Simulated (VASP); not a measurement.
# TiCl2F (P-3m1) in VASP: single point with PBE

Aim: the single point of TiCl2F with PBE.

Everything below comes from runs of VASP 6.6.1. Logs are shortened: lines on timing, memory, paths and dates and some standing lists are left out, and cuts for length are marked.

## 1. The cell of the first run

The structure is trigonal, space group P-3m1 (No. 164). The conventional cell has a = 4.503 Å, b = 4.503 Å, c = 3.968 Å, α = 90.00°, β = 90.00°, γ = 120.00°. Within 2.7 Å of Ti (site symmetry -3m) lie 2 F at 1.98 Å and 6 Cl at 2.69 Å. Within 3.5 Å of Cl (site symmetry 3m) lie 3 Ti at 2.69 Å and 3 F at 2.91 Å and 3 Cl at 2.93 Å. Within 2.6 Å of F (site symmetry -3m) lie 2 Ti at 1.98 Å.

The cell was built from a structure type or drawn by symmetry, and may not be a known phase.

## 2. Single point, PBE, collinear spin

INCAR

```
  PREC = Accurate
  ENCUT = 520
  EDIFF = 1E-6
  ISMEAR = 0
  SIGMA = 0.1
  LREAL = False
  LASPH = True
  NELM = 150
  ALGO = Fast
  ISIF = 2
  LWAVE = False
  LCHARG = True
  ISPIN = 2
  MAGMOM = 0.8 0 0 0
  LORBIT = 11
  LMAXMIX = 4
  GGA = PE
  LELF = True
  LVHAR = True
  NBANDS = 28
```

KPOINTS

```
regular mesh
0
Gamma
  12 12 12
```

POSCAR

```
TiCl2F
1.0
    4.5034824605      0.0000000000      0.0000000000
   -2.2517412302      3.9001302163      0.0000000000
    0.0000000000      0.0000000000      3.9679012048
Ti Cl F
1 2 1
Direct
    0.0000000000      0.0000000000      0.5000000000
    0.3333333333      0.6666666667      0.3308860808
    0.6666666667      0.3333333333      0.6691139192
    0.0000000000      0.0000000000      0.0000000000
```

Potentials or basis: VASP PAW PBE potentials, release 64 (Ti_sv, Cl, F).

Command:

```bash
> cat potpaw_PBE.64/Ti_sv/POTCAR potpaw_PBE.64/Cl/POTCAR potpaw_PBE.64/F/POTCAR > POTCAR
> mpirun -np 1 vasp_std > vasp.out
```

OUTCAR:

```text
PREC = Accurate
   ENCUT = 520
   EDIFF = 1E-6
   ISMEAR = 0
   LREAL = False
   LASPH = True
   NELM = 150
   ISIF = 2
   ISPIN = 2
   LORBIT = 11
   GGA = PE

 ion  position               nearest neighbor table
   1  0.000  0.000  0.500-   4 1.98   4 1.98   2 2.69   3 2.69   2 2.69   3 2.69   3 2.69   2 2.69

   2  0.333  0.667  0.331-   1 2.69   1 2.69   1 2.69
   3  0.667  0.333  0.669-   1 2.69   1 2.69   1 2.69
   4  0.000  0.000  0.000-   1 1.98   1 1.98

  LATTYP: Found a hexagonal cell.
 ALAT       =     4.5034824605
 C/A-ratio  =     0.8810739777

  Lattice vectors:

 A1 = (   4.5034824605,   0.0000000000,   0.0000000000)
 A2 = (  -2.2517412302,   3.9001302163,   0.0000000000)
 A3 = (   0.0000000000,   0.0000000000,   3.9679012048)

Analysis of symmetry for initial positions (statically):
=====================================================================
 Subroutine PRICEL returns:
 Original cell was already a primitive cell.

 Routine SETGRP: Setting up the symmetry group for a
 hexagonal supercell.

 Subroutine GETGRP returns: Found 12 space group operations
 (whereof 12 operations were pure point group operations)
 out of a pool of 24 trial point group operations.

The static configuration has the point symmetry D_3d.

Analysis of symmetry for dynamics (positions and initial velocities):
=====================================================================
 Subroutine PRICEL returns:
 Original cell was already a primitive cell.

 Routine SETGRP: Setting up the symmetry group for a
 hexagonal supercell.

 Subroutine GETGRP returns: Found 12 space group operations
 (whereof 12 operations were pure point group operations)
 out of a pool of 24 trial point group operations.

The dynamic configuration has the point symmetry D_3d.

Analysis of structural, dynamic, and magnetic symmetry:
=====================================================================
 Subroutine PRICEL returns:
 Original cell was already a primitive cell.

 Routine SETGRP: Setting up the symmetry group for a
 hexagonal supercell.

 Subroutine GETGRP returns: Found 12 space group operations
 (whereof 12 operations were pure point group operations)
 out of a pool of 24 trial point group operations.

The overall configuration has the point symmetry D_3d.

 Subroutine INISYM returns: Found 12 space group operations
 (whereof 12 operations are pure point group operations),
 and found     1 'primitive' translations

----------------------------------------------------------------------------------------

                                     Primitive cell

  volume of cell :      69.6929

  direct lattice vectors                    reciprocal lattice vectors
     4.503482460  0.000000000  0.000000000     0.222050382  0.128200848  0.000000000
    -2.251741230  3.900130216  0.000000000     0.000000000  0.256401695  0.000000000
     0.000000000  0.000000000  3.967901205     0.000000000  0.000000000  0.252022404

  length of vectors
     4.503482460  4.503482460  3.967901205     0.256401695  0.256401695  0.252022404

  position of ions in fractional coordinates (direct lattice)
     0.000000000  0.000000000  0.500000000
     0.333333333  0.666666667  0.330886081
     0.666666667  0.333333333  0.669113919
     0.000000000  0.000000000  0.000000000

  ion indices of the primitive-cell ions
   primitive index   ion index
                 1           1
                 2           2
                 3           3
                 4           4

----------------------------------------------------------------------------------------

 KPOINTS: regular mesh

Automatic generation of k-mesh.
 Grid dimensions read from file:
 generate k-points for:   12   12   12

 Generating k-lattice:

  Cartesian coordinates                     Fractional coordinates (reciprocal lattice)
     0.018504198  0.010683404  0.000000000     0.083333333  0.000000000  0.000000000
     0.000000000  0.021366808  0.000000000     0.000000000  0.083333333  0.000000000
     0.000000000  0.000000000  0.021001867     0.000000000  0.000000000  0.083333333

  Length of vectors
     0.021366808  0.021366808  0.021001867

  Shift w.r.t. Gamma in fractional coordinates (k-lattice)
     0.000000000  0.000000000  0.000000000

 Subroutine IBZKPT returns following result:
 ===========================================

 Found    193 irreducible k-points:

 Following reciprocal coordinates:
            Coordinates               Weight
  0.000000  0.000000  0.000000      1.000000
  0.083333 -0.000000  0.000000      6.000000
  0.166667 -0.000000  0.000000      6.000000
  0.250000 -0.000000  0.000000      6.000000
  0.333333 -0.000000  0.000000      6.000000
  0.416667 -0.000000  0.000000      6.000000
[... 16 lines left out ...]
  0.166667 -0.000000  0.083333      6.000000
  0.000000  0.166667  0.083333      6.000000
 [... further k-points ...]
   k-points           NKPTS =    193   k-points in BZ     NKDIM =    193   number of bands    NBANDS=     28
   number of dos      NEDOS =    301   number of ions     NIONS =      4
   total plane-waves  NPLWV =  38880
   dimension x,y,z NGX =    36 NGY =   36 NGZ =   30
   dimension x,y,z NGXF=    72 NGYF=   72 NGZF=   60
   ions per type =               1   2   1
   NGX,Y,Z   is equivalent  to a cutoff of  13.29, 13.29, 12.57 a.u.
   NGXF,Y,Z  is equivalent  to a cutoff of  26.58, 26.58, 25.14 a.u.
 SYSTEM =  unknown system
   PREC   = accura    normal or accurate (medium, high low for compatibility)
   ISTART =      0    job   : 0-new  1-cont  2-samecut
   ICHARG =      2    charge: 1-file 2-atom 10-const
   ISPIN  =      2    spin polarized calculation?
   LNONCOLLINEAR =      F non collinear calculations
   LSORBIT =      F    spin-orbit coupling
   LASPH  =      T    aspherical Exc in radial PAW
   ENCUT  =  520.0 eV  38.22 Ry    6.18 a.u.   8.37  8.37  7.38*2*pi/ulx,y,z
   NELM   =    150;   NELMIN=  2; NELMDL= -5     # of ELM steps
   EDIFF  = 0.1E-05   stopping-criterion for ELM
   LREAL  =      F    real-space projection
   EDIFFG = 0.1E-04   stopping-criterion for IOM
   NSW    =      0    number of steps for IOM
   IBRION =     -1    ionic relax: 0-MD 1-quasi-New 2-CG
   NFREE  =      0    steps in history (QN), initial steepest desc. (CG)
   ISIF   =      2    stress and relaxation
   ISYM   =      2    0-nonsym 1-usesym 2-fastsym
   POTIM  = 0.5000    time-step for ionic-motion
   TEBEG  =    0.0;   TEEND  =   0.0 temperature during run
   PSTRESS=    0.0 pullay stress
   NELECT =      33.0000    total number of electrons
   NUPDOWN=      -1.0000    fix difference up-down
   EMIN   =  10.00;   EMAX   =-10.00  energy-range for DOS
   EFERMI =   0.00;   METHOD = LEGACY
   ISMEAR =     0;   SIGMA  =   0.10  broadening in eV -4-tet -1-fermi 0-gaus
   EFERMI_NEDOS =   21; number of points for ismear=-14 and -15
   IALGO  =     68    algorithm
   IMIX   =      4    mixing-type and parameters
     AMIX     =   0.40;   BMIX     =  1.00
     AMIX_MAG =   1.60;   BMIX_MAG =  1.00
  volume/ion in A,a.u.               =      17.42       117.58
  Fermi-wavevector in a.u.,A,eV,Ry     =   1.275998  2.411287 22.152611  1.628171
  Thomas-Fermi vector in A             =   2.408679
   LORBIT       =     11    0 simple, 1 ext, 2 COOP (PROOUT), +10 PAW based schemes
   GGA     = PE    functional components
   LHFCALC =     F    Hartree Fock is set to
   AEXX    =    0.0000 exact exchange contribution
   IVDW    =     0    specifies the selected vdW correction
   LEPSILON=     F    determine dielectric tensor
   LRPA    =     F    only Hartree local field effects (RPA)
 spin polarized calculation
 RMM-DIIS sequential band-by-band and
 Gauss-broadening in eV      SIGMA  =   0.10
  energy-cutoff  :      520.00
  volume of cell :       69.69
 maximum number of plane-waves:      1911
 NGX is ok and might be reduce to    36
   NGX = 17   NGY = 17   NGZ = 15

 number of electron      32.9999999 magnetization       1.0000039

 Free energy of the ion-electron system (eV)
  ---------------------------------------------------
  ext. energy  EPLUGINS =         0.00000000
  ---------------------------------------------------
  free energy    TOTEN  =       -20.74640876 eV

  energy without entropy =      -20.73589977  energy(sigma->0) =      -20.74115427

 E-fermi :   4.6906     XC(G=0):  -9.8077

 val. band max:        4.6904555419   @ k =   0.0000   0.0000   0.2500
 cond. band min:       4.6922262954   @ k =   0.3333  -0.0000   0.2500
 fundamental gap:      0.0017707535
 Fermi energy:         4.6905564338

 spin component 1

 k-point     1 :       0.0000    0.0000    0.0000
  band No.  band energies     occupation
      1     -54.0927      1.00000
      2     -30.3506      1.00000
      3     -30.2940      1.00000
      4     -30.2940      1.00000
      5     -19.9501      1.00000
      6     -11.7466      1.00000
[... 20 lines left out ...]
     27      15.6762      0.00000
[... 691 lines left out ...]
      6     -11.6298      1.00000
[... 20 lines left out ...]
     27      15.6088      0.00000
     28      15.6469      0.00000

 [... further k-points ...]

 spin component 2

 k-point     1 :       0.0000    0.0000    0.0000
  band No.  band energies     occupation
      1     -53.1459      1.00000
      2     -29.3718      1.00000
      3     -29.3718      1.00000
      4     -29.3679      1.00000
      5     -19.9692      1.00000
      6     -11.7661      1.00000
[... 20 lines left out ...]
     27      15.7748      0.00000
[... 691 lines left out ...]
      6     -11.6502      1.00000
[... 20 lines left out ...]
     27      15.7047      0.00000
     28      16.2528      0.00000

 [... further k-points ...]

------------------------ aborting loop because EDIFF is reached ----------------------------------------

  FORCE on cell =-STRESS in cart. coord.  units (eV):
  Direction    XX          YY          ZZ          XY          YZ          ZX
  --------------------------------------------------------------------------------------
  -------------------------------------------------------------------------------------
  Total       -0.0545367     -0.0545367      0.1720225     -0.0000000      0.0000000      0.0000000
  in kB       -1.2537492     -1.2537492      3.9546431     -0.0000000      0.0000000      0.0000000
  external PRESSURE =       0.4823816 kB  Pullay stress =       0.0000000 kB

 VOLUME and BASIS-vectors are now :
 -----------------------------------------------------------------------------
  energy-cutoff  :      520.00
  volume of cell :       69.69
      direct lattice vectors                 reciprocal lattice vectors
     4.503482460  0.000000000  0.000000000     0.222050382  0.128200848  0.000000000
    -2.251741230  3.900130216  0.000000000     0.000000000  0.256401695  0.000000000
     0.000000000  0.000000000  3.967901205     0.000000000  0.000000000  0.252022404

 POSITION                                       TOTAL-FORCE (eV/Angst)
 -----------------------------------------------------------------------------------
      0.00000      0.00000      1.98395        -0.000000      0.000000      0.000000
     -0.00000      2.60009      1.31292         0.000000     -0.000000     -0.000025
      2.25174      1.30004      2.65498        -0.000000      0.000000      0.000025
      0.00000      0.00000      0.00000        -0.000000      0.000000      0.000000
 -----------------------------------------------------------------------------------
    total drift:                               -0.000000     -0.000000      0.000000

  FREE ENERGIE OF THE ION-ELECTRON SYSTEM (eV)
  ---------------------------------------------------
  free  energy   TOTEN  =       -20.7464087598 eV

  energy  without entropy=      -20.7358997731  energy(sigma->0) =      -20.74115427

 total charge

# of ion       s       p       d       tot
------------------------------------------
    1        2.121   6.093   1.731   9.945
    2        1.607   3.522   0.000   5.129
    3        1.607   3.522   0.000   5.129
    4        1.741   4.367   0.000   6.107
--------------------------------------------------
tot          7.075  17.505   1.731  26.311

 magnetization (x)

# of ion       s       p       d       tot
------------------------------------------
    1        0.007   0.007   0.912   0.926
    2       -0.001  -0.028   0.000  -0.029
    3       -0.001  -0.028   0.000  -0.029
    4       -0.001  -0.018   0.000  -0.019
--------------------------------------------------
tot          0.005  -0.067   0.912   0.850
```

It took 18 min on 1 thread of Oxide Virtual Turin-like, shared host; peak memory 0.6 GiB.

Results:

| Item | Value |
| --- | --- |
| Free energy | -20.7464 eV |
| Pressure | 0.0 GPa |
| Band gap on the k mesh | zero (filled and empty bands overlap) |
| Net moment | 1.00 μB per cell |
| Site moments | Ti +0.93; Cl -0.03; F -0.02 μB |
| Valence electrons inside the program's atomic spheres | Ti 9.95; Cl 5.13; F 6.11 |

Stress tensor (GPa, compression positive):
```
-0.13  0.00  0.00
 0.00 -0.13  0.00
 0.00  0.00  0.40
```

Levels at points of the mesh, in eV from the Fermi level:
Spin up:
```csv
k point,band 15,band 16,band 17,band 18,band 19,band 20
"(0.00, 0.00, 0.00)",-2.53,-2.39,-0.46,-0.46,1.32,1.47
"(0.50, 0.00, 0.00)",-2.84,-2.04,-0.45,-0.26,0.36,1.40
"(0.00, 0.00, 0.50)",-3.08,-3.08,0.41,0.41,1.62,1.62
"(0.50, 0.00, 0.50)",-2.88,-1.95,0.12,0.32,0.77,1.43
```
Spin down:
```
           k point  band 12  band 13  band 14  band 15  band 16  band 17  band 18  band 19  band 20  band 21
(0.00, 0.00, 0.00)    -5.47    -3.64    -2.54    -2.54    -2.40     0.86     0.86     1.80     2.03     2.03
(0.50, 0.00, 0.00)    -4.38    -3.74    -3.13    -2.75    -2.06     0.80     0.94     0.99     1.88     1.95
(0.00, 0.00, 0.50)    -4.87    -4.00    -3.56    -3.08    -3.08     1.70     1.70     2.10     2.10     2.92
(0.50, 0.00, 0.50)    -4.87    -4.76    -2.94    -2.81    -1.98     1.06     1.19     1.83     2.13     3.22
```

Caveat: semilocal functionals often make such compounds metallic where correlation or magnetic order opens a gap, which also shifts bond lengths.
